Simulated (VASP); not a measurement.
# CdSe (rocksalt type): electric field gradients with PBE

The system is CdSe (rocksalt type).

```
Cd Se
1.0
     0.00000    2.92534    2.92534
     2.92534    0.00000    2.92534
     2.92534    2.92534    0.00000
Cd Se
1 1
Direct
  0.00000 0.00000 0.00000
  0.50000 0.50000 0.50000
```

This cell differs from its parent crystal: volume scaled by 1.06.

| Item | Value |
| --- | --- |
| Program | VASP 6.6.1 |
| Task | electric field gradients |
| Functional | PBE |
| Potentials or basis | VASP PAW PBE potentials, release 64 (Cd, Se) |
| Cutoff | 520 eV |
| k mesh | 12 × 12 × 12 |
| Occupations | fermi-dirac, width 0.03 eV |
| Spin | no spin polarisation |
| Dipole correction | no |
| Further INCAR settings | ALGO = Normal; EDIFF = 1e-08; NBANDS = 16 |

```
Pressure               : -2.8 GPa
Band gap on the k mesh : zero (band 9 reaches 1.79 eV, above the bottom of band 10 at 1.37 eV)
```

Levels at points of the mesh, in eV from the Fermi level:
| k point | band 7 | band 8 | band 9 | band 10 | band 11 | band 12 |
| --- | --- | --- | --- | --- | --- | --- |
| (0.00, 0.00, 0.00) | -0.54 | -0.54 | -0.54 | -0.12 | 8.59 | 8.59 |
| (0.50, 0.00, 0.00) | -4.67 | -0.07 | -0.07 | 3.04 | 5.26 | 5.26 |
| (0.50, 0.50, 0.00) | -3.76 | -1.87 | -1.87 | -0.45 | 5.53 | 9.31 |

It took 37 s on 1 thread of Intel(R) Xeon(R) Platinum 8259CL CPU @ 2.50GHz (Skylake/Cascade Lake) (shared host), peak memory 0.21 GiB.

Caveat: without QUAD_EFG the Cq values of the log hold for a quadrupole moment of 1 mb, not for the nuclei.
